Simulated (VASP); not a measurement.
C: single point with PBE+D3(BJ)

C:

```
CELL_PARAMETERS angstrom
1.23250 0.71158 3.36139
-1.23250 0.71158 3.36139
0.00000 -1.42317 3.36139
ATOMIC_POSITIONS crystal
C 0.17953 0.17953 0.16899
C 0.82047 0.82047 0.83101
```

This cell differs from its parent crystal: atoms displaced along a vibrational mode.

```json
{
 "Program": "VASP 6.6.1",
 "Task": "single point",
 "Functional": "PBE",
 "Dispersion": "D3(BJ)",
 "Potentials or basis": "VASP PAW PBE potentials, release 64 (C)",
 "Cutoff": "520 eV",
 "k mesh": "15 × 15 × 15",
 "Occupations": "gaussian, width 0.05 eV",
 "Spin": "no spin polarisation"
}
```

| Property | Result |
| --- | --- |
| Pressure | -1.1 GPa |
| Largest force | 3.456 eV/Å |
| Dispersion energy per atom | -0.156 eV |

Forces in eV/Å, atoms in the order of the input:
```
C    0.000 -1.438 -3.143
C    0.000  1.438  3.143
```

Stress tensor (GPa, compression positive):
```
 3.26  0.00  0.00
 0.00 -1.41 -2.46
 0.00 -2.46 -5.30
```

Wall time 5.7 min on 1 thread of Intel Xeon 8259CL (shared host), peak memory 0.28 GiB.

Caveat: the cell differs from its parent crystal (atoms displaced along a vibrational mode); forces of over 1 eV/Å act on the atoms, so gaps and moduli don't describe the material at rest.
